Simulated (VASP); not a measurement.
# Zn (Fm-3m) in VASP: a series of runs

Runs on Zn. Level: r2SCAN. Tasks: single point.

All numbers are computed with VASP 6.6.1; they aren't measurements. Logs are shortened: lines on timing, memory, paths and dates and some standing lists are left out, and cuts for length are marked.

## Step 1: The cell of the first run

Symmetry: Fm-3m, No. 225, cubic system. The conventional cell has a = 3.820 Å, b = 3.820 Å, c = 3.820 Å, α = 90.00°, β = 90.00°, γ = 90.00°. Within 3.6 Å of Zn (site symmetry m-3m) lie 12 Zn at 2.70 Å.

## Step 2: Single point, r2SCAN

Input file POSCAR:

```
Zn
1.0
    0.0000000000      1.9102148788      1.9102148788
    1.9102148788      0.0000000000      1.9102148788
    1.9102148788      1.9102148788      0.0000000000
Zn
1
Direct
    0.0000000000      0.0000000000      0.0000000000
```

Input file INCAR.step1:

```
SYSTEM = Zn
  PREC = Accurate
  ENCUT = 520
  ISMEAR = -1
  SIGMA = 0.1
  LREAL = .False.
  LASPH = .True.
  NELM = 60
  NBANDS = 12
  GGA = PE
  ALGO = Normal
  EDIFF = 1E-4
  LWAVE = .True.
  LCHARG = .False.
```

Input file INCAR.step2:

```
SYSTEM = Zn
  PREC = Accurate
  ENCUT = 520
  EDIFF = 1E-6
  ISMEAR = -1
  SIGMA = 0.1
  LREAL = .False.
  LASPH = .True.
  NELM = 60
  ALGO = Normal
  ISIF = 2
  LWAVE = .False.
  LCHARG = .False.
  METAGGA = R2SCAN
  LMIXTAU = .True.
  NBANDS = 12
  ISTART = 1
```

Input file KPOINTS:

```
regular mesh
0
Gamma
  15 15 15
  0 0 0
```

Potentials or basis: VASP PAW PBE potentials, release 64 (Zn).

Command:

```sh
> cat potpaw_PBE.64/Zn/POTCAR > POTCAR
> cp INCAR.step1 INCAR
> mpirun -np 1 vasp_std > vasp.out
> cp INCAR.step2 INCAR
> mpirun -np 1 vasp_std > vasp.out
```

OUTCAR:

```text
SYSTEM = Zn
   PREC = Accurate
   ENCUT = 520
   EDIFF = 1E-6
   ISMEAR = -1
   LREAL = .False.
   LASPH = .True.
   NELM = 60
   ISIF = 2
   METAGGA = R2SCAN
   ISTART = 1

 ion  position               nearest neighbor table
   1  0.000  0.000  0.000-

  LATTYP: Found a face centered cubic cell.
 ALAT       =     3.8204297576

  Lattice vectors:

 A1 = (   0.0000000000,   1.9102148788,   1.9102148788)
 A2 = (   1.9102148788,   0.0000000000,   1.9102148788)
 A3 = (   1.9102148788,   1.9102148788,   0.0000000000)

Analysis of symmetry for initial positions (statically):
=====================================================================
 Subroutine PRICEL returns:
 Original cell was already a primitive cell.

 Routine SETGRP: Setting up the symmetry group for a
 face centered cubic supercell.

 Subroutine GETGRP returns: Found 48 space group operations
 (whereof 48 operations were pure point group operations)
 out of a pool of 48 trial point group operations.

The static configuration has the point symmetry O_h .

Analysis of symmetry for dynamics (positions and initial velocities):
=====================================================================
 Subroutine PRICEL returns:
 Original cell was already a primitive cell.

 Routine SETGRP: Setting up the symmetry group for a
 face centered cubic supercell.

 Subroutine GETGRP returns: Found 48 space group operations
 (whereof 48 operations were pure point group operations)
 out of a pool of 48 trial point group operations.

The dynamic configuration has the point symmetry O_h .

 Subroutine INISYM returns: Found 48 space group operations
 (whereof 48 operations are pure point group operations),
 and found     1 'primitive' translations

----------------------------------------------------------------------------------------

                                     Primitive cell

  volume of cell :      13.9404

  direct lattice vectors                    reciprocal lattice vectors
     0.000000000  1.910214879  1.910214879    -0.261750657  0.261750657  0.261750657
     1.910214879  0.000000000  1.910214879     0.261750657 -0.261750657  0.261750657
     1.910214879  1.910214879  0.000000000     0.261750657  0.261750657 -0.261750657

  length of vectors
     2.701451789  2.701451789  2.701451789     0.453365437  0.453365437  0.453365437

  position of ions in fractional coordinates (direct lattice)
     0.000000000  0.000000000  0.000000000

  ion indices of the primitive-cell ions
   primitive index   ion index
                 1           1

----------------------------------------------------------------------------------------

 KPOINTS: regular mesh

Automatic generation of k-mesh.
 Grid dimensions read from file:
 generate k-points for:   15   15   15

 Generating k-lattice:

  Cartesian coordinates                     Fractional coordinates (reciprocal lattice)
    -0.017450044  0.017450044  0.017450044     0.066666667  0.000000000  0.000000000
     0.017450044 -0.017450044  0.017450044     0.000000000  0.066666667  0.000000000
     0.017450044  0.017450044 -0.017450044     0.000000000  0.000000000  0.066666667

  Length of vectors
     0.030224362  0.030224362  0.030224362

  Shift w.r.t. Gamma in fractional coordinates (k-lattice)
     0.000000000  0.000000000  0.000000000

 Subroutine IBZKPT returns following result:
 ===========================================

 Found    120 irreducible k-points:

 Following reciprocal coordinates:
            Coordinates               Weight
  0.000000  0.000000  0.000000      1.000000
  0.066667  0.000000  0.000000      8.000000
  0.133333  0.000000  0.000000      8.000000
  0.200000  0.000000  0.000000      8.000000
  0.266667  0.000000  0.000000      8.000000
  0.333333  0.000000  0.000000      8.000000
[... 16 lines left out ...]
  0.133333  0.133333  0.000000      6.000000
  0.200000  0.133333  0.000000     24.000000
 [... further k-points ...]
   k-points           NKPTS =    120   k-points in BZ     NKDIM =    120   number of bands    NBANDS=     12
   number of dos      NEDOS =    301   number of ions     NIONS =      1
   total plane-waves  NPLWV =   8000
   dimension x,y,z NGX =    20 NGY =   20 NGZ =   20
   dimension x,y,z NGXF=    40 NGYF=   40 NGZF=   40
   ions per type =               1
   NGX,Y,Z   is equivalent  to a cutoff of  12.31, 12.31, 12.31 a.u.
   NGXF,Y,Z  is equivalent  to a cutoff of  24.62, 24.62, 24.62 a.u.
 SYSTEM =  Zn
   PREC   = accura    normal or accurate (medium, high low for compatibility)
   ISTART =      1    job   : 0-new  1-cont  2-samecut
   ICHARG =      0    charge: 1-file 2-atom 10-const
   ISPIN  =      1    spin polarized calculation?
   LNONCOLLINEAR =      F non collinear calculations
   LSORBIT =      F    spin-orbit coupling
   LASPH  =      T    aspherical Exc in radial PAW
   ENCUT  =  520.0 eV  38.22 Ry    6.18 a.u.   5.02  5.02  5.02*2*pi/ulx,y,z
   NELM   =     60;   NELMIN=  2; NELMDL=  0     # of ELM steps
   EDIFF  = 0.1E-05   stopping-criterion for ELM
   LREAL  =      F    real-space projection
   EDIFFG = 0.1E-04   stopping-criterion for IOM
   NSW    =      0    number of steps for IOM
   IBRION =     -1    ionic relax: 0-MD 1-quasi-New 2-CG
   NFREE  =      0    steps in history (QN), initial steepest desc. (CG)
   ISIF   =      2    stress and relaxation
   ISYM   =      2    0-nonsym 1-usesym 2-fastsym
   POTIM  = 0.5000    time-step for ionic-motion
   TEBEG  =    0.0;   TEEND  =   0.0 temperature during run
   PSTRESS=    0.0 pullay stress
   NELECT =      12.0000    total number of electrons
   NUPDOWN=      -1.0000    fix difference up-down
   EMIN   =  10.00;   EMAX   =-10.00  energy-range for DOS
   EFERMI =   0.00;   METHOD = LEGACY
   ISMEAR =    -1;   SIGMA  =   0.10  broadening in eV -4-tet -1-fermi 0-gaus
   EFERMI_NEDOS =   21; number of points for ismear=-14 and -15
   IALGO  =     38    algorithm
   IMIX   =      4    mixing-type and parameters
     AMIX     =   0.40;   BMIX     =  1.00
     AMIX_MAG =   1.60;   BMIX_MAG =  1.00
  volume/ion in A,a.u.               =      13.94        94.07
  Fermi-wavevector in a.u.,A,eV,Ry     =   1.557315  2.942898 32.997241  2.425229
  Thomas-Fermi vector in A             =   2.660983
   LORBIT       =      0    0 simple, 1 ext, 2 COOP (PROOUT), +10 PAW based schemes
   METAGGA = R2SCAN    functional components
   LHFCALC =     F    Hartree Fock is set to
   AEXX    =    0.0000 exact exchange contribution
   IVDW    =     0    specifies the selected vdW correction
   LEPSILON=     F    determine dielectric tensor
   LRPA    =     F    only Hartree local field effects (RPA)
 non-spin polarized calculation
  energy-cutoff  :      520.00
  volume of cell :       13.94
 maximum number of plane-waves:       384
   NGX =  9   NGY =  9   NGZ =  9

 number of electron      12.0000017 magnetization

 Free energy of the ion-electron system (eV)
  ---------------------------------------------------
  ext. energy  EPLUGINS =         0.00000000
  ---------------------------------------------------
  free energy    TOTEN  =        -8.86843779 eV

  energy without entropy =       -8.85941198  energy(sigma->0) =       -8.86392488

 E-fermi :   3.6200     XC(G=0): -13.2008

 val. band max:        3.5918815590   @ k =  -0.4000   0.2667   0.0667
 cond. band min:       3.6455250072   @ k =   0.4667   0.0667   0.0000
 fundamental gap:      0.0536434482
 Fermi energy:         3.6199515472

 k-point     1 :       0.0000    0.0000    0.0000
  band No.  band energies     occupation
      1      -7.9794      2.00000
      2      -4.6012      2.00000
      3      -4.6012      2.00000
      4      -4.6012      2.00000
      5      -4.1499      2.00000
      6      -4.1499      2.00000
      7      23.9308      0.00000
      8      24.1877      0.00000
      9      24.1878      0.00000
     10      24.1878      0.00000
     11      26.5331      0.00000
     12      26.5332      0.00000

 k-point     2 :       0.0667    0.0000    0.0000
  band No.  band energies     occupation
      1      -7.8303      2.00000
      2      -4.6156      2.00000
      3      -4.5832      2.00000
      4      -4.5832      2.00000
      5      -4.1554      2.00000
      6      -4.1553      2.00000
      7      21.3196      0.00000
      8      23.6131      0.00000
      9      23.6132      0.00000
     10      23.9568      0.00000
     11      27.3665      0.00000
     12      27.3665      0.00000

 k-point     3 :       0.1333    0.0000    0.0000
  band No.  band energies     occupation
      1      -7.3925      2.00000
      2      -4.6458      2.00000
      3      -4.5402      2.00000
      4      -4.5401      2.00000
      5      -4.1619      2.00000
      6      -4.1619      2.00000
      7      17.6965      0.00000
      8      22.7184      0.00000
      9      22.7186      0.00000
     10      23.8009      0.00000
     11      29.0339      0.00000
     12      29.0339      0.00000

 k-point     4 :       0.2000    0.0000    0.0000
  band No.  band energies     occupation
      1      -6.7120      2.00000
      2      -4.6366      2.00000
      3      -4.5066      2.00000
      4      -4.5065      2.00000
      5      -4.1401      2.00000
      6      -4.1400      2.00000
      7      14.2024      0.00000
      8      21.9592      0.00000
      9      21.9593      0.00000
     10      23.5539      0.00000
     11      28.9527      0.00000
     12      28.9527      0.00000

 k-point     5 :       0.2667    0.0000    0.0000
  band No.  band energies     occupation
      1      -5.9764      2.00000
      2      -4.5137      2.00000
      3      -4.5136      2.00000
      4      -4.3895      2.00000
      5      -4.0666      2.00000
      6      -4.0665      2.00000
      7      10.9202      0.00000
      8      21.4032      0.00000
      9      21.4034      0.00000
     10      23.2402      0.00000
     11      27.2221      0.00000
     12      27.2222      0.00000
[... 228 lines left out ...]
      1      -7.0620      2.00000
      2      -4.6845      2.00000
      3      -4.5076      2.00000
      4      -4.4995      2.00000
      5      -4.2123      2.00000
      6      -4.1026      2.00000
      7      16.6138      0.00000
      8      19.3940      0.00000
      9      24.3732      0.00000
     10      24.7222      0.00000
     11      27.9316      0.00000
     12      28.0762      0.00000

 k-point    22 :      -0.0667    0.0667    0.0000
  band No.  band energies     occupation
      1      -7.5847      2.00000
      2      -4.6455      2.00000
      3      -4.5580      2.00000
      4      -4.5449      2.00000
      5      -4.1855      2.00000
      6      -4.1375      2.00000
      7      19.9842      0.00000
      8      20.5005      0.00000
      9      24.4926      0.00000
     10      24.6288      0.00000
     11      26.8176      0.00000
     12      28.4241      0.00000

 k-point    23 :       0.1333    0.1333    0.0000
  band No.  band energies     occupation
      1      -7.1983      2.00000
      2      -4.7267      2.00000
      3      -4.4786      2.00000
      4      -4.4786      2.00000
      5      -4.2480      2.00000
      6      -4.0980      2.00000
      7      19.9217      0.00000
      8      19.9217      0.00000
      9      20.8351      0.00000
     10      22.2866      0.00000
     11      25.7090      0.00000
     12      31.2791      0.00000

 k-point    24 :       0.2000    0.1333    0.0000
  band No.  band energies     occupation
      1      -6.6937      2.00000
      2      -4.7841      2.00000
      3      -4.4356      2.00000
      4      -4.4208      2.00000
      5      -4.2382      2.00000
      6      -4.0675      2.00000
      7      16.8974      0.00000
      8      18.9133      0.00000
      9      20.7654      0.00000
     10      23.0047      0.00000
     11      23.4640      0.00000
     12      31.2913      0.00000

 [... further k-points ...]

------------------------ aborting loop because EDIFF is reached ----------------------------------------

  FORCE on cell =-STRESS in cart. coord.  units (eV):
  Direction    XX          YY          ZZ          XY          YZ          ZX
  --------------------------------------------------------------------------------------
  -------------------------------------------------------------------------------------
  Total        0.2542076      0.2542076      0.2542076      0.0000000      0.0000000     -0.0000000
  in kB       29.2161190     29.2161190     29.2161190      0.0000000      0.0000000     -0.0000000
  external PRESSURE =      29.2161190 kB  Pullay stress =       0.0000000 kB

 VOLUME and BASIS-vectors are now :
 -----------------------------------------------------------------------------
  energy-cutoff  :      520.00
  volume of cell :       13.94
      direct lattice vectors                 reciprocal lattice vectors
     0.000000000  1.910214879  1.910214879    -0.261750657  0.261750657  0.261750657
     1.910214879  0.000000000  1.910214879     0.261750657 -0.261750657  0.261750657
     1.910214879  1.910214879  0.000000000     0.261750657  0.261750657 -0.261750657

 POSITION                                       TOTAL-FORCE (eV/Angst)
 -----------------------------------------------------------------------------------
      0.00000      0.00000      0.00000         0.000000      0.000000      0.000000
 -----------------------------------------------------------------------------------
    total drift:                                0.000000      0.000000      0.000000

  FREE ENERGIE OF THE ION-ELECTRON SYSTEM (eV)
  ---------------------------------------------------
  free  energy   TOTEN  =        -8.8684377860 eV

  energy  without entropy=       -8.8594119832  energy(sigma->0) =       -8.86392488
```

Wall time 26 s (1 thread of Intel Xeon 6975P-C (Granite Rapids), shared host); peak memory 0.13 GiB.

What came out:

```
Free energy            : -8.8684 eV
Pressure               : 2.9 GPa
Band gap on the k mesh : zero (band 6 reaches 5.59 eV, above the bottom of band 7 at 2.51 eV)
```

Levels at points of the mesh, in eV from the Fermi level:
| k point | band 3 | band 4 | band 5 | band 6 | band 7 | band 8 | band 9 | band 10 |
| --- | --- | --- | --- | --- | --- | --- | --- | --- |
| (0.00, 0.00, 0.00) | -8.22 | -8.22 | -7.77 | -7.77 | 20.31 | 20.57 | 20.57 | 20.57 |

Caveat: the PAW data sets were made with another functional, which shifts forces and pressure a little.

[end of part 1 of 2]
